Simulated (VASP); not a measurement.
# Cr (I4/mmm) in VASP: notebook

Cr is run at these levels: LDA; tasks: electric field gradients.

Everything below comes from runs of VASP 6.6.1. Logs are shortened: lines on timing, memory, paths and dates and some standing lists are left out, and cuts for length are marked.

## 1. The cell of the first run

The structure is tetragonal, space group I4/mmm (No. 139). Conventional cell: a = 2.884 Å, b = 2.884 Å, c = 2.855 Å, α = 90.00°, β = 90.00°, γ = 90.00°. Within 3.3 Å of Cr (site symmetry 4/mmm) lie 14 Cr at 2.49 to 2.88 Å.

## 2. Electric field gradients, LDA, collinear spin, ferromagnetic start (zz strain of -1 %)

The input, INCAR:

```
PREC = Accurate
ENCUT = 520
EDIFF = 1E-8
ISMEAR = -1
SIGMA = 0.08
LREAL = F
LASPH = T
NELM = 150
ALGO = Normal
ISIF = 2
LWAVE = F
LCHARG = F
ISPIN = 2
MAGMOM = 3
LORBIT = 11
LMAXMIX = 4
GGA = CA
LEFG = T
NBANDS = 16
```

The input, KPOINTS:

```
Automatic mesh
0
Gamma
  18 18 18
```

The input, POSCAR:

```
Cr
1.0
   -1.4419500000      1.4419500000      1.4275305000
    1.4419500000     -1.4419500000      1.4275305000
    1.4419500000      1.4419500000     -1.4275305000
Cr
1
Direct
    0.0000000000      0.0000000000      0.0000000000
```

Potentials or basis: VASP PAW LDA potentials, release 64 (Cr_pv).

Started as:

```
> cat potpaw_LDA.64/Cr_pv/POTCAR > POTCAR
> mpirun -np 1 vasp_std > vasp.out
```

OUTCAR:

```text
PREC = Accurate
   ENCUT = 520
   EDIFF = 1E-8
   ISMEAR = -1
   LREAL = F
   LASPH = T
   NELM = 150
   ISIF = 2
   ISPIN = 2
   LORBIT = 11
   GGA = CA

 ion  position               nearest neighbor table
   1  0.000  0.000  0.000-

  LATTYP: Found a body centered tetragonal cell.
 ALAT       =     2.8839000000
 C/A-ratio  =     0.9900000000

  Lattice vectors:

 A1 = (  -1.4419500000,   1.4419500000,   1.4275305000)
 A2 = (   1.4419500000,  -1.4419500000,   1.4275305000)
 A3 = (   1.4419500000,   1.4419500000,  -1.4275305000)

Analysis of symmetry for initial positions (statically):
=====================================================================
 Subroutine PRICEL returns:
 Original cell was already a primitive cell.

 Routine SETGRP: Setting up the symmetry group for a
 body centered tetragonal supercell.

 Subroutine GETGRP returns: Found 16 space group operations
 (whereof 16 operations were pure point group operations)
 out of a pool of 16 trial point group operations.

The static configuration has the point symmetry D_4h.

Analysis of symmetry for dynamics (positions and initial velocities):
=====================================================================
 Subroutine PRICEL returns:
 Original cell was already a primitive cell.

 Routine SETGRP: Setting up the symmetry group for a
 body centered tetragonal supercell.

 Subroutine GETGRP returns: Found 16 space group operations
 (whereof 16 operations were pure point group operations)
 out of a pool of 16 trial point group operations.

The dynamic configuration has the point symmetry D_4h.

Analysis of structural, dynamic, and magnetic symmetry:
=====================================================================
 Subroutine PRICEL returns:
 Original cell was already a primitive cell.

 Routine SETGRP: Setting up the symmetry group for a
 body centered tetragonal supercell.

 Subroutine GETGRP returns: Found 16 space group operations
 (whereof 16 operations were pure point group operations)
 out of a pool of 16 trial point group operations.

The overall configuration has the point symmetry D_4h.

 Subroutine INISYM returns: Found 16 space group operations
 (whereof 16 operations are pure point group operations),
 and found     1 'primitive' translations

----------------------------------------------------------------------------------------

                                     Primitive cell

  volume of cell :      11.8726

  direct lattice vectors                    reciprocal lattice vectors
    -1.441950000  1.441950000  1.427530500     0.000000000  0.346752661  0.350255213
     1.441950000 -1.441950000  1.427530500     0.346752661  0.000000000  0.350255213
     1.441950000  1.441950000 -1.427530500     0.346752661  0.346752661  0.000000000

  length of vectors
     2.489233403  2.489233403  2.489233403     0.492865218  0.492865218  0.490382316

  position of ions in fractional coordinates (direct lattice)
     0.000000000  0.000000000  0.000000000

  ion indices of the primitive-cell ions
   primitive index   ion index
                 1           1

----------------------------------------------------------------------------------------

 KPOINTS: Automatic mesh

Automatic generation of k-mesh.
 Grid dimensions read from file:
 generate k-points for:   18   18   18

 Generating k-lattice:

  Cartesian coordinates                     Fractional coordinates (reciprocal lattice)
     0.000000000  0.019264037  0.019458623     0.055555556  0.000000000  0.000000000
     0.019264037  0.000000000  0.019458623     0.000000000  0.055555556  0.000000000
     0.019264037  0.019264037  0.000000000     0.000000000  0.000000000  0.055555556

  Length of vectors
     0.027381401  0.027381401  0.027243462

  Shift w.r.t. Gamma in fractional coordinates (k-lattice)
[... 44 lines left out ...]
   ISTART =      0    job   : 0-new  1-cont  2-samecut
   ICHARG =      2    charge: 1-file 2-atom 10-const
   ISPIN  =      2    spin polarized calculation?
   LNONCOLLINEAR =      F non collinear calculations
   LSORBIT =      F    spin-orbit coupling
   LASPH  =      T    aspherical Exc in radial PAW
   ENCUT  =  520.0 eV  38.22 Ry    6.18 a.u.   4.63  4.63  4.63*2*pi/ulx,y,z
   NELM   =    150;   NELMIN=  2; NELMDL= -5     # of ELM steps
   EDIFF  = 0.1E-07   stopping-criterion for ELM
   LREAL  =      F    real-space projection
   EDIFFG = 0.1E-06   stopping-criterion for IOM
   NSW    =      0    number of steps for IOM
   IBRION =     -1    ionic relax: 0-MD 1-quasi-New 2-CG
   NFREE  =      0    steps in history (QN), initial steepest desc. (CG)
   ISIF   =      2    stress and relaxation
   ISYM   =      2    0-nonsym 1-usesym 2-fastsym
   POTIM  = 0.5000    time-step for ionic-motion
   TEBEG  =    0.0;   TEEND  =   0.0 temperature during run
   PSTRESS=    0.0 pullay stress
   NELECT =      12.0000    total number of electrons
   NUPDOWN=      -1.0000    fix difference up-down
   EMIN   =  10.00;   EMAX   =-10.00  energy-range for DOS
   EFERMI =   0.00;   METHOD = LEGACY
   ISMEAR =    -1;   SIGMA  =   0.08  broadening in eV -4-tet -1-fermi 0-gaus
   EFERMI_NEDOS =   21; number of points for ismear=-14 and -15
   IALGO  =     38    algorithm
   IMIX   =      4    mixing-type and parameters
     AMIX     =   0.40;   BMIX     =  1.00
     AMIX_MAG =   1.60;   BMIX_MAG =  1.00
  volume/ion in A,a.u.               =      11.87        80.12
  Fermi-wavevector in a.u.,A,eV,Ry     =   1.642933  3.104694 36.725260  2.699230
  Thomas-Fermi vector in A             =   2.733153
   LORBIT       =     11    0 simple, 1 ext, 2 COOP (PROOUT), +10 PAW based schemes
   GGA     = CA    functional components
   LHFCALC =     F    Hartree Fock is set to
   AEXX    =    0.0000 exact exchange contribution
   IVDW    =     0    specifies the selected vdW correction
   LEPSILON=     F    determine dielectric tensor
   LRPA    =     F    only Hartree local field effects (RPA)
 spin polarized calculation
  energy-cutoff  :      520.00
  volume of cell :       11.87
 maximum number of plane-waves:       333
   NGX =  9   NGY =  9   NGZ =  9

 number of electron      11.9999992 magnetization      -0.0000096

 number of electron      11.9999992 magnetization       0.0000000

 Free energy of the ion-electron system (eV)
  ---------------------------------------------------
  ext. energy  EPLUGINS =         0.00000000
  ---------------------------------------------------
  free energy    TOTEN  =       -10.55625399 eV

  energy without entropy =      -10.53850345  energy(sigma->0) =      -10.54737872

 E-fermi :  10.4058     XC(G=0): -13.8416

 val. band max:       10.3997480427   @ k =  -0.2222   0.3333   0.1111
 cond. band min:      10.4159868032   @ k =  -0.0556  -0.4444   0.0556
 fundamental gap:      0.0162387605
 Fermi energy:        10.4057556802

 spin component 1

 k-point     1 :       0.0000    0.0000    0.0000
  band No.  band energies     occupation
      1     -31.9731      1.00000
      2     -31.9731      1.00000
      3     -31.9682      1.00000
      4       2.7097      1.00000
      5       9.4617      0.99999
      6       9.5419      0.99998
[... 435 lines left out ...]
      5       8.9657      1.00000
      6       9.2511      1.00000
[... 8 lines left out ...]
     15      38.6524      0.00000
     16      39.9368      0.00000

 [... further k-points ...]

 spin component 2

 k-point     1 :       0.0000    0.0000    0.0000
  band No.  band energies     occupation
      1     -31.9731      1.00000
      2     -31.9731      1.00000
      3     -31.9682      1.00000
      4       2.7097      1.00000
      5       9.4617      0.99999
      6       9.5419      0.99998
[... 435 lines left out ...]
      5       8.9657      1.00000
      6       9.2511      1.00000
[... 8 lines left out ...]
     15      38.6524      0.00000
     16      39.9368      0.00000

 [... further k-points ...]

------------------------ aborting loop because EDIFF is reached ----------------------------------------

  FORCE on cell =-STRESS in cart. coord.  units (eV):
  Direction    XX          YY          ZZ          XY          YZ          ZX
  --------------------------------------------------------------------------------------
  -------------------------------------------------------------------------------------
  Total       -1.7421813     -1.7421813     -1.5114458      0.0000000      0.0000000      0.0000000
  in kB     -235.1029839   -235.1029839   -203.9658141      0.0000000      0.0000000      0.0000000
  external PRESSURE =    -224.7239273 kB  Pullay stress =       0.0000000 kB

 VOLUME and BASIS-vectors are now :
 -----------------------------------------------------------------------------
  energy-cutoff  :      520.00
  volume of cell :       11.87
      direct lattice vectors                 reciprocal lattice vectors
    -1.441950000  1.441950000  1.427530500     0.000000000  0.346752661  0.350255213
     1.441950000 -1.441950000  1.427530500     0.346752661  0.000000000  0.350255213
     1.441950000  1.441950000 -1.427530500     0.346752661  0.346752661  0.000000000

 POSITION                                       TOTAL-FORCE (eV/Angst)
 -----------------------------------------------------------------------------------
      0.00000      0.00000      0.00000         0.000000     -0.000000      0.000000
 -----------------------------------------------------------------------------------
    total drift:                                0.000000     -0.000000      0.000000

  FREE ENERGIE OF THE ION-ELECTRON SYSTEM (eV)
  ---------------------------------------------------
  free  energy   TOTEN  =       -10.5562539913 eV

  energy  without entropy=      -10.5385034480  energy(sigma->0) =      -10.54737872

 Electric field gradients (V/A^2)
---------------------------------------------------------------------
 ion       V_xx      V_yy      V_zz      V_xy      V_xz      V_yz
---------------------------------------------------------------------
   1       1.102     1.102    -2.205    -0.002    -0.002    -0.002
---------------------------------------------------------------------

 Electric field gradients after diagonalization (V/A^2)
 (convention: |V_zz| > |V_xx| > |V_yy|)
----------------------------------------------------------------------
 ion       V_xx      V_yy      V_zz     asymmetry (V_yy - V_xx)/ V_zz
----------------------------------------------------------------------
   1       1.105     1.100    -2.205       0.002
----------------------------------------------------------------------

           NMR quadrupolar parameters

 Cq : quadrupolar parameter    Cq=e*Q*V_zz/h
 eta: asymmetry parameters     (V_yy - V_xx)/ V_zz
 Q  : nuclear electric quadrupole moment in mb (millibarn)
----------------------------------------------------------------------
 ion       Cq(MHz)       eta       Q (mb)
----------------------------------------------------------------------
   1      -0.005       0.002       1.000
----------------------------------------------------------------------

 total charge

# of ion       s       p       d       tot
------------------------------------------
    1        0.418   6.382   4.204  11.004

 magnetization (x)

# of ion       s       p       d       tot
------------------------------------------
    1        0.000  -0.000  -0.000  -0.000
```

Run time: 74 s. Hardware: 1 thread of Intel Xeon 6975P-C (Granite Rapids), shared host; peak memory 0.23 GiB.

What came out:

* Free energy: -10.5563 eV
* Pressure: -22.5 GPa
* Band gap on the k mesh: zero (filled and empty bands overlap)
* Net moment: 0.00 μB per cell
* Largest electric field gradient by atom: Cr -2.2 V/Å²
* Valence electrons inside the program's atomic spheres: Cr 11.00

Stress tensor (GPa, compression positive):
```
-23.51   0.00   0.00
  0.00 -23.51   0.00
  0.00   0.00 -20.40
```

Levels at points of the mesh, in eV from the Fermi level:
Spin up:
```tsv
k point	band 2	band 3	band 4	band 5	band 6	band 7	band 8	band 9	band 10	band 11
(0.00, 0.00, 0.00)	-42.38	-42.37	-7.70	-0.94	-0.86	-0.86	0.99	1.08	5.32	22.05
(0.50, 0.00, 0.00)	-42.65	-42.38	-4.31	-2.41	1.07	1.16	1.38	2.75	5.31	9.65
(0.50, 0.50, 0.00)	-42.64	-42.38	-4.30	-2.32	0.99	1.07	1.33	2.74	5.31	9.55
(0.50, 0.50, 0.50)	-42.98	-42.96	-4.21	-4.18	2.36	2.36	2.38	5.32	10.24	10.24
```
Spin down:
```csv
k point,band 4,band 5,band 6,band 7,band 8,band 9
"(0.00, 0.00, 0.00)",-7.70,-0.94,-0.86,-0.86,0.99,1.08
"(0.50, 0.00, 0.00)",-4.31,-2.41,1.07,1.16,1.38,2.75
"(0.50, 0.50, 0.00)",-4.30,-2.32,0.99,1.07,1.33,2.74
"(0.50, 0.50, 0.50)",-4.21,-4.18,2.36,2.36,2.38,5.32
```

Electric field gradients, principal values (V/Å²):
```csv
atom,least,middle,greatest (by size)
1 Cr,1.100,1.105,-2.205
```

Caveat: the cell differs from its parent crystal (zz strain of -1 %); the cell stands under tension; without QUAD_EFG the Cq values of the log hold for a quadrupole moment of 1 mb, not for the nuclei.

## 3. Electric field gradients, LDA, collinear spin, ferromagnetic start (zz strain of -1 %)

The input, INCAR:

```
ALGO     = Normal         # electronic algorithm
EDIFF    = 1E-8           # SCF threshold, eV
ENCUT    = 520            # plane-wave cutoff, eV
ISIF     = 2              # what is computed and relaxed
ISMEAR   = -1             # smearing method
ISPIN    = 2              # spin polarisation
LASPH    = T              # aspherical terms in the spheres
LCHARG   = F              # write CHGCAR
LEFG     = T            
LMAXMIX  = 4              # l up to which the mixer works
LORBIT   = 11             # projections on sites
LREAL    = F              # projectors in reciprocal space
LWAVE    = F              # write WAVECAR
MAGMOM   = 3              # initial moments
NBANDS   = 16             # bands
NELM     = 150            # most SCF steps
PREC     = Accurate       # precision mode
SIGMA    = 0.08           # smearing width, eV
```

The input, KPOINTS:

```
k-points
0
Gamma
  18 18 18
```

POSCAR is that of step 2.

Potentials or basis: VASP PAW LDA potentials, release 64 (Cr_pv).

Started as:

```
> cat potpaw_LDA.64/Cr_pv/POTCAR > POTCAR
> mpirun -np 1 vasp_std > vasp.out
```

OUTCAR:

```text
EDIFF = 1E-8
   ENCUT = 520
   ISIF = 2
   ISMEAR = -1
   ISPIN = 2
   LASPH = T
   LORBIT = 11
   LREAL = F
   NELM = 150
   PREC = Accurate

 ion  position               nearest neighbor table
   1  0.000  0.000  0.000-

  LATTYP: Found a body centered tetragonal cell.
 ALAT       =     2.8839000000
 C/A-ratio  =     0.9900000000

  Lattice vectors:

 A1 = (  -1.4419500000,   1.4419500000,   1.4275305000)
 A2 = (   1.4419500000,  -1.4419500000,   1.4275305000)
 A3 = (   1.4419500000,   1.4419500000,  -1.4275305000)
[... 1145 lines left out ...]

 Electric field gradients (V/A^2)
---------------------------------------------------------------------
 ion       V_xx      V_yy      V_zz      V_xy      V_xz      V_yz
---------------------------------------------------------------------
   1       1.102     1.102    -2.205    -0.002    -0.002    -0.002
---------------------------------------------------------------------

 Electric field gradients after diagonalization (V/A^2)
 (convention: |V_zz| > |V_xx| > |V_yy|)
----------------------------------------------------------------------
 ion       V_xx      V_yy      V_zz     asymmetry (V_yy - V_xx)/ V_zz
----------------------------------------------------------------------
   1       1.105     1.100    -2.205       0.002
----------------------------------------------------------------------

           NMR quadrupolar parameters

 Cq : quadrupolar parameter    Cq=e*Q*V_zz/h
 eta: asymmetry parameters     (V_yy - V_xx)/ V_zz
 Q  : nuclear electric quadrupole moment in mb (millibarn)
----------------------------------------------------------------------
 ion       Cq(MHz)       eta       Q (mb)
----------------------------------------------------------------------
   1      -0.005       0.002       1.000
----------------------------------------------------------------------

 total charge

# of ion       s       p       d       tot
------------------------------------------
    1        0.418   6.382   4.204  11.004

 magnetization (x)

# of ion       s       p       d       tot
------------------------------------------
    1        0.000  -0.000  -0.000  -0.000
```

OSZICAR:

```text
N       E                     dE             d eps       ncg     rms          rms(c)
DAV:   1     0.808416202124E+02    0.80842E+02   -0.61577E+03 31456   0.853E+02
DAV:   2    -0.944693830143E+01   -0.90289E+02   -0.85687E+02 33488   0.246E+02
DAV:   3    -0.109702655577E+02   -0.15233E+01   -0.15202E+01 34456   0.354E+01
DAV:   4    -0.109757159060E+02   -0.54503E-02   -0.54503E-02 35936   0.210E+00
DAV:   5    -0.109757572902E+02   -0.41384E-04   -0.41384E-04 34720   0.164E-01    0.176E+01
DAV:   6    -0.105495671396E+02    0.42619E+00   -0.22452E+00 31328   0.269E+01    0.330E+00
DAV:   7    -0.105641937431E+02   -0.14627E-01   -0.88757E-02 32128   0.283E+00    0.169E+00
DAV:   8    -0.105613377357E+02    0.28560E-02   -0.51596E-03 35128   0.665E-01    0.769E-01
DAV:   9    -0.105560381162E+02    0.52996E-02   -0.19090E-03 33728   0.506E-01    0.167E-01
DAV:  10    -0.105562390575E+02   -0.20094E-03   -0.29952E-04 33680   0.135E-01    0.317E-02
DAV:  11    -0.105562500693E+02   -0.11012E-04   -0.55607E-06 35232   0.278E-02    0.136E-02
DAV:  12    -0.105562530436E+02   -0.29743E-05   -0.68534E-07 33640   0.712E-03    0.587E-03
DAV:  13    -0.105562539684E+02   -0.92477E-06   -0.11989E-07 32120   0.344E-03    0.180E-03
DAV:  14    -0.105562539911E+02   -0.22637E-07   -0.18706E-08 33976   0.173E-03    0.211E-04
DAV:  15    -0.105562539913E+02   -0.23306E-09   -0.48487E-10 16104   0.194E-04
   1 F= -.10556254E+02 E0= -.10547379E+02  d E =-.177505E-01  mag=    -0.0000
```

Wall time 76 s (1 thread of Intel Xeon 6975P-C (Granite Rapids), shared host); peak memory 0.23 GiB.

Results:

- Free energy: -10.5563 eV
- Pressure: -22.5 GPa
- Band gap on the k mesh: zero (filled and empty bands overlap)
- Net moment: 0.00 μB per cell
- Largest electric field gradient by atom: Cr -2.2 V/Å²
- Valence electrons inside the program's atomic spheres: Cr 11.00

Levels at points of the mesh, in eV from the Fermi level:
Spin up:
```csv
k point,band 2,band 3,band 4,band 5,band 6,band 7,band 8,band 9,band 10,band 11
"(0.00, 0.00, 0.00)",-42.38,-42.37,-7.70,-0.94,-0.86,-0.86,0.99,1.08,5.32,22.05
"(0.50, 0.00, 0.00)",-42.65,-42.38,-4.31,-2.41,1.07,1.16,1.38,2.75,5.31,9.65
"(0.50, 0.50, 0.00)",-42.64,-42.38,-4.30,-2.32,0.99,1.07,1.33,2.74,5.31,9.55
"(0.50, 0.50, 0.50)",-42.98,-42.96,-4.21,-4.18,2.36,2.36,2.38,5.32,10.24,10.24
```
Spin down:
| k point | band 2 | band 3 | band 4 | band 5 | band 6 | band 7 | band 8 | band 9 | band 10 | band 11 |
| --- | --- | --- | --- | --- | --- | --- | --- | --- | --- | --- |
| (0.00, 0.00, 0.00) | -42.38 | -42.37 | -7.70 | -0.94 | -0.86 | -0.86 | 0.99 | 1.08 | 5.32 | 22.05 |
| (0.50, 0.00, 0.00) | -42.65 | -42.38 | -4.31 | -2.41 | 1.07 | 1.16 | 1.38 | 2.75 | 5.31 | 9.65 |
| (0.50, 0.50, 0.00) | -42.64 | -42.38 | -4.30 | -2.32 | 0.99 | 1.07 | 1.33 | 2.74 | 5.31 | 9.55 |
| (0.50, 0.50, 0.50) | -42.98 | -42.96 | -4.21 | -4.18 | 2.36 | 2.36 | 2.38 | 5.32 | 10.24 | 10.24 |

Electric field gradients, principal values (V/Å²):
```tsv
atom	least	middle	greatest (by size)
1 Cr	1.100	1.105	-2.205
```

Caveat: the cell differs from its parent crystal (zz strain of -1 %); the cell stands under tension; without QUAD_EFG the Cq values of the log hold for a quadrupole moment of 1 mb, not for the nuclei.
